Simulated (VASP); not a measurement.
Al2Au: single point with PBE

Crystal: Al2Au.

```
CELL_PARAMETERS angstrom
0.00000 3.00000 3.00000
3.00000 0.00000 3.00000
3.00000 3.00000 0.00000
ATOMIC_POSITIONS crystal
Al 0.25000 0.25000 0.25000
Al 0.75000 0.75000 0.75000
Au 0.00000 0.00000 0.00000
```

- Program: VASP 6.6.1
- Task: single point
- Functional: PBE
- Potentials or basis: VASP PAW PBE potentials, release 64 (Al, Au)
- Cutoff: 520 eV
- k mesh: 7 × 7 × 7
- Occupations: fermi-dirac, width 0.1 eV
- Spin: no spin polarisation

| Property | Result |
| --- | --- |
| Pressure | 3.2 GPa |

Levels at points of the mesh, in eV from the Fermi level:
```
           k point  band 5  band 6  band 7  band 8  band 9  band 10  band 11  band 12  band 13  band 14
(0.00, 0.00, 0.00)   -5.65   -5.65    2.23    2.95    2.95     2.95     3.90     3.90     3.90     5.73
```

Run time: 15 s on 1 thread of Intel(R) Xeon(R) Platinum 8488C (Sapphire Rapids) (shared host), peak memory 0.18 GiB.

Caveat: spin-orbit coupling is left out, which moves the levels of the heavy elements.
